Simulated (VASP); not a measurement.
## PtSe2: single point with PBE+D3(BJ)

The system is PtSe2, a slab with vacuum.

```
Se Pt
1.0
     3.70704    0.00000    0.00000
    -1.85352    3.21039    0.00000
     0.00000    0.00000   22.79816
Se Pt
4 2
Direct
  0.66667 0.33333 0.19738
  0.33333 0.66667 0.31358
  0.33333 0.83333 0.47412
  0.00000 0.16667 0.59032
  0.00000 0.00000 0.25548
  0.66667 0.50000 0.53222
```

This cell differs from its parent crystal: layers slid over each other.

```json
{"Program": "VASP 6.6.1", "Task": "single point", "Functional": "PBE", "Dispersion": "D3(BJ)", "Potentials or basis": "VASP PAW PBE potentials, release 64 (Se, Pt)", "Cutoff": "520 eV", "k mesh": "9 × 9 × 1", "Occupations": "gaussian, width 0.05 eV", "Spin": "no spin polarisation", "Dipole correction": "yes", "Further INCAR settings": "ALGO = Normal; EDIFF = 1e-06; NBANDS = 31"}
```

```yaml
Largest_force: 0.045 eV/Å
Band_gap_on_the_k_mesh: 0.95 eV (least direct gap 1.13 eV)
Dispersion_energy_per_atom: -0.339 eV
```

Forces on the atoms (eV/Å):
```
Se   0.007 -0.013  0.000
Se   0.010 -0.022  0.031
Se  -0.010  0.022 -0.031
Se  -0.007  0.013  0.000
Pt  -0.006  0.015  0.042
Pt   0.006 -0.015 -0.042
```

Levels at points of the mesh, in eV from the valence-band top:
| k point | band 19 | band 20 | band 21 | band 22 | band 23 | band 24 | band 25 | band 26 |
| --- | --- | --- | --- | --- | --- | --- | --- | --- |
| (0.00, 0.00, 0.00) | -0.29 | -0.27 | -0.25 | -0.24 | 2.66 | 2.67 | 2.72 | 2.73 |

Run time: 5 min on 1 thread of Intel(R) Xeon(R) 6975P-C (Granite Rapids), with other jobs on the host, peak memory 0.55 GiB.

Caveat: the cell differs from its parent crystal (layers slid over each other); spin-orbit coupling is left out, which moves the levels of the heavy elements.
